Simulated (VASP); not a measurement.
AlNi3:

```
Al Ni
1.0
     0.00000    2.80189    2.80189
     2.80189    0.00000    2.80189
     2.80189    2.80189    0.00000
Al Ni
1 3
Cartesian
  2.8019 2.8019 2.8019
  1.4009 1.4009 1.4009
  0.0000 0.0000 0.0000
  4.2028 4.2028 4.2028
```

Base run:

| Quantity | Value |
| --- | --- |
| Program | VASP 6.6.1 |
| Functional | r2SCAN |
| Potentials or basis | VASP PAW PBE potentials, release 64 (Al, Ni) |
| Cutoff | 520 eV |
| k mesh | 14 × 14 × 14 |
| Occupations | fermi-dirac, width 0.01 eV |
| Spin | no spin polarisation |

Its results: pressure 0.1 GPa.

The run is repeated on the same cell with these changes: occupations from fermi-dirac, width 0.01 eV to fermi-dirac, width 0.2 eV. What comes out?

Pressure 1.3 GPa.

Caveats: the PAW data sets were made with another functional, which shifts forces and pressure a little.
